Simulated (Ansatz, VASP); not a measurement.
# F in VASP and in Ansatz

```
F
1.0
    -1.36081    1.36081    1.36081
     1.36081   -1.36081    1.36081
     1.36081    1.36081   -1.36081
F
1
Direct
  0.00000 0.00000 0.00000
```

Alike in both runs: task single point; functional PBE; k mesh 18 × 18 × 18; occupations gaussian, width 0.2 eV; no spin polarisation.

|  | VASP | Ansatz |
| --- | --- | --- |
| version | VASP 6.6.1 | Ansatz 0.2.0 |
| potentials or method | VASP PAW PBE potentials, release 64 (F), cutoff 520 eV | all-electron LAPW, scalar-relativistic |

```tsv
	VASP	Ansatz	Ansatz less VASP
pressure (GPa)	-0.3	0.2	+0.59
```

Ansatz ran all-electron here, and VASP with PAW potentials.
